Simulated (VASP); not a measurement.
# Ta: single point with PBE

Ta, a slab with vacuum:

```
Ta
1.0
     4.69456    0.00000    0.00000
    -2.34728    4.06561    0.00000
     0.00000    0.00000   20.79140
Ta
6
Direct
  0.16667 0.33333 0.38478
  0.50000 0.00000 0.43087
  0.83333 0.66667 0.47696
  0.16667 0.33333 0.52304
  0.50000 0.00000 0.56913
  0.83333 0.66667 0.61522
```

```
Program                : VASP 6.6.1
Task                   : single point
Functional             : PBE
Potentials or basis    : VASP PAW PBE potentials, release 64 (Ta_pv)
Cutoff                 : 520 eV
k mesh                 : 9 × 9 × 1
Occupations            : fermi-dirac, width 0.08 eV
Spin                   : no spin polarisation
Dipole correction      : yes
Further INCAR settings : ALGO = Normal; EDIFF = 1e-06; NBANDS = 42
```

```
Largest force          : 2.214 eV/Å
Band gap on the k mesh : zero (bands 33 and 34 overlap by 0.01 eV)
```

Forces in eV/Å, atoms in the order of the input:
```
Ta   0.000  0.000  2.214
Ta   0.000  0.000  0.539
Ta   0.000  0.000 -0.338
Ta   0.000  0.000  0.338
Ta   0.000  0.000 -0.539
Ta   0.000  0.000 -2.214
```

Levels at points of the mesh, in eV from the Fermi level:
| k point | band 29 | band 30 | band 31 | band 32 | band 33 | band 34 | band 35 | band 36 | band 37 | band 38 |
| --- | --- | --- | --- | --- | --- | --- | --- | --- | --- | --- |
| (0.00, 0.00, 0.00) | -1.06 | -0.86 | -0.86 | -0.35 | -0.35 | 0.01 | 0.01 | 0.05 | 0.16 | 2.21 |

It took 8.6 min on 1 thread of Intel(R) Xeon(R) 6975P-C (Granite Rapids) (shared host), peak memory 0.53 GiB.

Caveat: spin-orbit coupling is left out, which moves the levels of the heavy elements.
